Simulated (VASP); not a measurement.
# Mg (P2_1/m) in VASP: a series of runs

Runs on Mg. Level: LDA. Tasks: single point.

Program: VASP 6.6.1. These are calculated values, not measurements. Logs are shortened: lines on timing, memory, paths and dates and some standing lists are left out, and cuts for length are marked.

## (1) The cell of the first run

The typed cell holds 2 atoms: a = 5.297 Å, b = 5.297 Å, c = 3.072 Å, α = 149.45°, β = 90.00°, γ = 90.00°.

## (2) Single point, LDA

Contents of INCAR:

```
SYSTEM = Mg
PREC     = Accurate       ! precision mode
ENCUT    = 520            ! plane-wave cutoff, eV
EDIFF    = 1E-7           ! SCF threshold, eV
ISMEAR   = 0              ! smearing method
SIGMA    = 0.1            ! smearing width, eV
LREAL    = .FALSE.        ! projectors in reciprocal space
LASPH    = .TRUE.         ! aspherical terms in the spheres
NELM     = 80             ! most SCF steps
ALGO     = Normal         ! electronic algorithm
ISIF     = 2              ! what is computed and relaxed
LWAVE    = .FALSE.        ! write WAVECAR
LCHARG   = .FALSE.        ! write CHGCAR
GGA      = CA             ! functional
NBANDS   = 9              ! bands
```

Contents of KPOINTS:

```
Automatic mesh
0
G
  7 7 22
  0 0 0
```

Contents of POSCAR:

```
Mg
1.0
    5.2968478620      0.0000000000      0.0000000000
    0.0000000000      5.2968454484      0.0050565864
    0.0000000000     -2.6469406532      1.5587553577
Mg
2
Direct
    0.2500000000      0.3312350333     -0.0001603658
    0.7500000000      0.6687649667      0.0001603658
```

Potentials or basis: VASP PAW LDA potentials, release 64 (Mg).

On the command line:

```bash
cat potpaw_LDA.64/Mg/POTCAR > POTCAR
mpirun -np 1 vasp_std > vasp.out
```

OUTCAR:

```text
SYSTEM = Mg
   PREC = Accurate
   ENCUT = 520
   EDIFF = 1E-7
   ISMEAR = 0
   LREAL = .FALSE.
   LASPH = .TRUE.
   NELM = 80
   ISIF = 2
   GGA = CA

 ion  position               nearest neighbor table
   1  0.250  0.331  1.000-   2 3.19   2 3.19   2 3.19   2 3.19   2 3.19   2 3.19
   2  0.750  0.669  0.000-   1 3.19   1 3.19   1 3.19   1 3.19   1 3.19   1 3.19

  LATTYP: Found a simple monoclinic cell.
 ALAT       =     3.0718094158
 B/A-ratio  =     1.7243413067
 C/A-ratio  =     1.0016672245
 COS(beta)  =    -0.4842005856

  Lattice vectors:

 A1 = (   0.0000000000,  -2.6469406532,   1.5587553577)
 A2 = (   5.2968478620,   0.0000000000,   0.0000000000)
 A3 = (   0.0000000000,   2.6499047952,   1.5638119441)

Analysis of symmetry for initial positions (statically):
=====================================================================
 Subroutine PRICEL returns:
 Original cell was already a primitive cell.

 Routine SETGRP: Setting up the symmetry group for a
 simple monoclinic supercell.

 Subroutine GETGRP returns: Found  4 space group operations
 (whereof  2 operations were pure point group operations)
 out of a pool of  4 trial point group operations.

The static configuration has the point symmetry S_2 .
 The point group associated with its full space group is C_2h.

Analysis of symmetry for dynamics (positions and initial velocities):
=====================================================================
 Subroutine PRICEL returns:
 Original cell was already a primitive cell.

 Routine SETGRP: Setting up the symmetry group for a
 simple monoclinic supercell.

 Subroutine GETGRP returns: Found  4 space group operations
 (whereof  2 operations were pure point group operations)
 out of a pool of  4 trial point group operations.

The dynamic configuration has the point symmetry S_2 .
 The point group associated with its full space group is C_2h.

 Subroutine INISYM returns: Found  4 space group operations
 (whereof  2 operations are pure point group operations),
 and found     1 'primitive' translations

----------------------------------------------------------------------------------------

                                     Primitive cell

  volume of cell :      43.8042

  direct lattice vectors                    reciprocal lattice vectors
     5.296847862  0.000000000  0.000000000     0.188791528  0.000000000  0.000000000
     0.000000000  5.296845448  0.005056586     0.000000000  0.188486061  0.320070379
     0.000000000 -2.646940653  1.558755358     0.000000000 -0.000611447  0.640499185

  length of vectors
     5.296847862  5.296847862  3.071809416     0.188791528  0.371445882  0.640499477

  position of ions in fractional coordinates (direct lattice)
     0.250000000  0.331235033  0.999839634
     0.750000000  0.668764967  0.000160366

  ion indices of the primitive-cell ions
   primitive index   ion index
                 1           1
                 2           2

----------------------------------------------------------------------------------------

 KPOINTS: Automatic mesh

Automatic generation of k-mesh.
 Grid dimensions read from file:
 generate k-points for:    7    7   22

 Generating k-lattice:

  Cartesian coordinates                     Fractional coordinates (reciprocal lattice)
     0.026970218  0.000000000  0.000000000     0.142857143  0.000000000  0.000000000
     0.000000000  0.026926580  0.045724340     0.000000000  0.142857143 -0.000000000
     0.000000000 -0.000027793  0.029113599     0.000000000  0.000000000  0.045454545

  Length of vectors
     0.026970218  0.053063697  0.029113613

  Shift w.r.t. Gamma in fractional coordinates (k-lattice)
     0.000000000  0.000000000  0.000000000

 Subroutine IBZKPT returns following result:
 ===========================================

 Found    312 irreducible k-points:

 Following reciprocal coordinates:
            Coordinates               Weight
  0.000000  0.000000  0.000000      1.000000
  0.142857  0.000000  0.000000      2.000000
  0.285714  0.000000  0.000000      2.000000
  0.428571  0.000000  0.000000      2.000000
  0.000000  0.142857 -0.000000      2.000000
  0.142857  0.142857 -0.000000      4.000000
[... 16 lines left out ...]
  0.285714  0.142857  0.045455      4.000000
  0.428571  0.142857  0.045455      4.000000
 [... further k-points ...]
   k-points           NKPTS =    312   k-points in BZ     NKDIM =    312   number of bands    NBANDS=      9
   number of dos      NEDOS =    301   number of ions     NIONS =      2
   total plane-waves  NPLWV =  38400
   dimension x,y,z NGX =    40 NGY =   40 NGZ =   24
   dimension x,y,z NGXF=    80 NGYF=   80 NGZF=   48
   ions per type =               2
   NGX,Y,Z   is equivalent  to a cutoff of  12.55, 12.55, 12.99 a.u.
   NGXF,Y,Z  is equivalent  to a cutoff of  25.11, 25.11, 25.98 a.u.
 SYSTEM =  Mg
   PREC   = accura    normal or accurate (medium, high low for compatibility)
   ISTART =      0    job   : 0-new  1-cont  2-samecut
   ICHARG =      2    charge: 1-file 2-atom 10-const
   ISPIN  =      1    spin polarized calculation?
   LNONCOLLINEAR =      F non collinear calculations
   LSORBIT =      F    spin-orbit coupling
   LASPH  =      T    aspherical Exc in radial PAW
   ENCUT  =  520.0 eV  38.22 Ry    6.18 a.u.   9.85  9.85  5.71*2*pi/ulx,y,z
   NELM   =     80;   NELMIN=  2; NELMDL= -5     # of ELM steps
   EDIFF  = 0.1E-06   stopping-criterion for ELM
   LREAL  =      F    real-space projection
   EDIFFG = 0.1E-05   stopping-criterion for IOM
   NSW    =      0    number of steps for IOM
   IBRION =     -1    ionic relax: 0-MD 1-quasi-New 2-CG
   NFREE  =      0    steps in history (QN), initial steepest desc. (CG)
   ISIF   =      2    stress and relaxation
   ISYM   =      2    0-nonsym 1-usesym 2-fastsym
   POTIM  = 0.5000    time-step for ionic-motion
   TEBEG  =    0.0;   TEEND  =   0.0 temperature during run
   PSTRESS=    0.0 pullay stress
   NELECT =       4.0000    total number of electrons
   NUPDOWN=      -1.0000    fix difference up-down
   EMIN   =  10.00;   EMAX   =-10.00  energy-range for DOS
   EFERMI =   0.00;   METHOD = LEGACY
   ISMEAR =     0;   SIGMA  =   0.10  broadening in eV -4-tet -1-fermi 0-gaus
   EFERMI_NEDOS =   21; number of points for ismear=-14 and -15
   IALGO  =     38    algorithm
   IMIX   =      4    mixing-type and parameters
     AMIX     =   0.40;   BMIX     =  1.00
     AMIX_MAG =   1.60;   BMIX_MAG =  1.00
  volume/ion in A,a.u.               =      21.90       147.80
  Fermi-wavevector in a.u.,A,eV,Ry     =   0.737207  1.393119  7.394414  0.543474
  Thomas-Fermi vector in A             =   1.830832
   LORBIT       =      0    0 simple, 1 ext, 2 COOP (PROOUT), +10 PAW based schemes
   GGA     = CA    functional components
   LHFCALC =     F    Hartree Fock is set to
   AEXX    =    0.0000 exact exchange contribution
   IVDW    =     0    specifies the selected vdW correction
   LEPSILON=     F    determine dielectric tensor
   LRPA    =     F    only Hartree local field effects (RPA)
 non-spin polarized calculation
 Gauss-broadening in eV      SIGMA  =   0.10
  energy-cutoff  :      520.00
  volume of cell :       43.80
 maximum number of plane-waves:      1195
 NGX is ok and might be reduce to    40
   NGX = 19   NGY = 19   NGZ = 11

 number of electron       4.0000000 magnetization

 Free energy of the ion-electron system (eV)
  ---------------------------------------------------
  ext. energy  EPLUGINS =         0.00000000
  ---------------------------------------------------
  free energy    TOTEN  =        -3.60344119 eV

  energy without entropy =       -3.59940597  energy(sigma->0) =       -3.60142358

 E-fermi :   2.7105     XC(G=0):  -8.8315

 val. band max:        2.7076373058   @ k =   0.4286   0.0000   0.5000
 cond. band min:       2.7133384721   @ k =   0.4286   0.0000   0.4545
 fundamental gap:      0.0057011663
 Fermi energy:         2.7105152371

 k-point     1 :       0.0000    0.0000    0.0000
  band No.  band energies     occupation
      1      -4.4063      2.00000
      2       0.7204      2.00000
      3       0.9369      2.00000
      4      14.2048      0.00000
      5      14.2250      0.00000
      6      14.5426      0.00000
      7      14.7109      0.00000
      8      14.9513      0.00000
      9      16.0320      0.00000

 k-point     2 :       0.1429    0.0000    0.0000
  band No.  band energies     occupation
      1      -4.2967      2.00000
      2      -0.5388      2.00000
      3       2.3860      2.00000
      4      12.6093      0.00000
      5      14.3063      0.00000
      6      14.6053      0.00000
      7      14.7914      0.00000
      8      14.9965      0.00000
      9      16.8283      0.00000

 k-point     3 :       0.2857    0.0000    0.0000
  band No.  band energies     occupation
      1      -3.9687      2.00000
      2      -1.7039      2.00000
      3       4.1207      0.00000
      4      10.3287      0.00000
      5      14.5357      0.00000
      6      14.7764      0.00000
      7      15.0181      0.00000
      8      15.1762      0.00000
      9      17.0875      0.00000

 k-point     4 :       0.4286    0.0000    0.0000
  band No.  band energies     occupation
      1      -3.4246      2.00000
      2      -2.6681      2.00000
      3       6.0326      0.00000
      4       8.1097      0.00000
      5      14.8350      0.00000
      6      14.9440      0.00000
      7      15.3065      0.00000
      8      15.3754      0.00000
      9      16.3994      0.00000

 k-point     5 :       0.0000    0.1429   -0.0000
  band No.  band energies     occupation
      1      -3.9828      2.00000
      2       1.1073      2.00000
      3       1.3493      2.00000
      4      10.0381      0.00000
      5      12.6139      0.00000
      6      13.1597      0.00000
      7      14.6250      0.00000
      8      14.7201      0.00000
      9      16.2867      0.00000

 k-point     6 :       0.1429    0.1429   -0.0000
  band No.  band energies     occupation
      1      -3.8737      2.00000
      2      -0.1334      2.00000
      3       2.7779      0.34054
      4      10.1205      0.00000
      5      12.6519      0.00000
      6      12.8967      0.00000
      7      13.0455      0.00000
      8      14.6927      0.00000
      9      15.8264      0.00000
[... 169 lines left out ...]
 k-point    21 :       0.0000    0.1429    0.0455
  band No.  band energies     occupation
      1      -3.4579      2.00000
      2       1.5899      2.00000
      3       1.8523      2.00000
      4       8.0101      0.00000
      5      10.6979      0.00000
      6      12.6609      0.00000
      7      12.7296      0.00000
      8      14.1770      0.00000
      9      15.4340      0.00000

 k-point    22 :       0.1429    0.1429    0.0455
  band No.  band energies     occupation
      1      -3.3494      2.00000
      2       0.3682      2.00000
      3       3.2575      0.00000
      4       8.1066      0.00000
      5      10.6688      0.00000
      6      11.6889      0.00000
      7      13.2447      0.00000
      8      13.8769      0.00000
      9      14.3722      0.00000

 k-point    23 :       0.2857    0.1429    0.0455
  band No.  band energies     occupation
      1      -3.0248      2.00000
      2      -0.7833      2.00000
      3       4.9555      0.00000
      4       8.3882      0.00000
      5      10.1714      0.00000
      6      10.9299      0.00000
      7      11.8576      0.00000
      8      13.3867      0.00000
      9      14.4423      0.00000

 k-point    24 :       0.4286    0.1429    0.0455
  band No.  band energies     occupation
      1      -2.4861      2.00000
      2      -1.7373      2.00000
      3       6.7969      0.00000
      4       8.5361      0.00000
      5       9.1397      0.00000
      6       9.6917      0.00000
      7      11.9699      0.00000
      8      12.5726      0.00000
      9      14.9848      0.00000

 [... further k-points ...]

------------------------ aborting loop because EDIFF is reached ----------------------------------------

  FORCE on cell =-STRESS in cart. coord.  units (eV):
  Direction    XX          YY          ZZ          XY          YZ          ZX
  --------------------------------------------------------------------------------------
  -------------------------------------------------------------------------------------
  Total       -0.6700249      0.2162151     -0.0851033      0.0000000      0.0010476      0.0000000
  in kB      -24.5067250      7.9082506     -3.1127245      0.0000000      0.0383157      0.0000000
  external PRESSURE =      -6.5703996 kB  Pullay stress =       0.0000000 kB

 VOLUME and BASIS-vectors are now :
 -----------------------------------------------------------------------------
  energy-cutoff  :      520.00
  volume of cell :       43.80
      direct lattice vectors                 reciprocal lattice vectors
     5.296847862  0.000000000  0.000000000     0.188791528  0.000000000  0.000000000
     0.000000000  5.296845448  0.005056586     0.000000000  0.188486061  0.320070379
     0.000000000 -2.646940653  1.558755358     0.000000000 -0.000611447  0.640499185

 POSITION                                       TOTAL-FORCE (eV/Angst)
 -----------------------------------------------------------------------------------
      1.32421     -0.89202      1.56018        -0.000000      0.000012     -0.000015
      3.97264      3.54192      0.00363         0.000000     -0.000012      0.000015
 -----------------------------------------------------------------------------------
    total drift:                               -0.000000     -0.000000     -0.000000

  FREE ENERGIE OF THE ION-ELECTRON SYSTEM (eV)
  ---------------------------------------------------
  free  energy   TOTEN  =        -3.6034411868 eV

  energy  without entropy=       -3.5994059658  energy(sigma->0) =       -3.60142358
```

Run time: 80 s. Hardware: 1 thread of Intel Xeon Platinum 8259CL at 2.50GHz (Skylake/Cascade Lake), shared host; peak memory 0.24 GiB.

Results:

* Free energy: -3.6034 eV
* Pressure: -0.7 GPa
* Band gap on the k mesh: zero (bands 2 and 3 overlap by 2.77 eV)

## (3) Single point, LDA, collinear spin

Contents of INCAR:

```
SYSTEM = Mg
  ALGO = Fast
  EDIFF = 1E-6
  ENCUT = 520
  ISIF = 2
  ISMEAR = 0
  ISPIN = 2
  LASPH = .True.
  LCHARG = .False.
  LORBIT = 11
  LREAL = .False.
  LWAVE = .False.
  MAGMOM = 2 -0.5
  NBANDS = 13
  NELM = 150
  PREC = Accurate
  SIGMA = 0.1
```

Contents of KPOINTS:

```
Automatic mesh
0
Gamma
  7 7 22
  0.5 0.5 0.5
```

POSCAR is that of step 2.

Potentials or basis: VASP PAW LDA potentials, release 64 (Mg).

On the command line:

```bash
cat potpaw_LDA.64/Mg/POTCAR > POTCAR
mpirun -np 1 vasp_std > vasp.out
```

Run time: 5.7 min. Hardware: 1 thread of Intel Xeon Platinum 8259CL at 2.50GHz (Skylake/Cascade Lake), shared host; peak memory 0.36 GiB.

Results (log left out):

```
Free energy                                           : -3.6109 eV
Pressure                                              : -0.6 GPa
Largest force                                         : 0.003 eV/Å
Band gap on the k mesh                                : zero (filled and empty bands overlap)
Net moment                                            : 0.00 μB per cell
Valence electrons inside the program's atomic spheres : Mg 0.37
```

Forces in eV/Å, atoms in the order of the input:
```
Mg   0.000 -0.003  0.001
Mg   0.000  0.003 -0.001
```

Stress tensor (GPa, compression positive):
```
-2.36  0.00  0.00
 0.00  0.71 -0.27
 0.00 -0.27 -0.26
```

Levels at points of the mesh, in eV from the Fermi level:
Spin up:
| k point | band 1 | band 2 | band 3 | band 4 | band 5 |
| --- | --- | --- | --- | --- | --- |
| (0.07, 0.07, 0.02) | -6.87 | -2.39 | -0.92 | 8.51 | 9.89 |
Spin down:
```tsv
k point	band 1	band 2	band 3	band 4	band 5	band 6
(0.07, 0.07, 0.02)	-6.87	-2.39	-0.92	8.51	9.89	11.18
```
